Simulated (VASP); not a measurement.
A run of VASP 6.6.1 is set up as follows.

POSCAR

```
TiC
1.0
    0.0608084000      2.1640000000      2.1640000000
    2.1640000000      0.0608084000      2.1640000000
    2.2248084000      2.2248084000      0.0000000000
Ti C
1 1
Direct
    0.0000000000      0.0000000000      0.0000000000
    0.5000000000      0.5000000000      0.5000000000
```

File INCAR.step1:

```
SYSTEM = TiC
ALGO     = Normal         ! electronic algorithm
EDIFF    = 1E-4           ! SCF threshold, eV
ENCUT    = 520            ! plane-wave cutoff, eV
GGA      = PE             ! functional
ISMEAR   = 0              ! smearing method
LASPH    = .True.         ! aspherical terms in the spheres
LCHARG   = .False.        ! write CHGCAR
LREAL    = .False.        ! projectors in reciprocal space
LWAVE    = .True.         ! write WAVECAR
NBANDS   = 15             ! bands
NELM     = 60             ! most SCF steps
PREC     = Accurate       ! precision mode
SIGMA    = 0.15           ! smearing width, eV
```

The input INCAR.step2:

```
SYSTEM = TiC
ALGO     = Normal         ! electronic algorithm
EDIFF    = 1E-7           ! SCF threshold, eV
ENCUT    = 520            ! plane-wave cutoff, eV
ISIF     = 2              ! what is computed and relaxed
ISMEAR   = 0              ! smearing method
ISTART   = 1            
LASPH    = .True.         ! aspherical terms in the spheres
LCHARG   = .False.        ! write CHGCAR
LMIXTAU  = .True.       
LREAL    = .False.        ! projectors in reciprocal space
LWAVE    = .False.        ! write WAVECAR
METAGGA  = R2SCAN         ! meta-GGA
NBANDS   = 15             ! bands
NELM     = 60             ! most SCF steps
PREC     = Accurate       ! precision mode
SIGMA    = 0.15           ! smearing width, eV
```

Contents of KPOINTS:

```
k-points
0
Gamma
  18 18 18
  0 0 0
```

Potentials or basis: VASP PAW PBE potentials, release 64 (Ti_sv, C).

Launch:

```console
$ cat potpaw_PBE.64/Ti_sv/POTCAR potpaw_PBE.64/C/POTCAR > POTCAR
$ cp INCAR.step1 INCAR
$ mpirun -np 1 vasp_std > vasp.out
$ cp INCAR.step2 INCAR
$ mpirun -np 1 vasp_std > vasp.out
```

(1) Predict the band gap on the k mesh.

(2) Estimate the pressure.

## Answers

(1) zero (bands 8 and 9 overlap by 1.54 eV).

(2) 1.1 GPa.

Caveat: the cell differs from its parent crystal (strain +0.0562 x Voigt [0, 0, 0, 0, 0, 1]); the PAW data sets were made with another functional, which shifts forces and pressure a little.
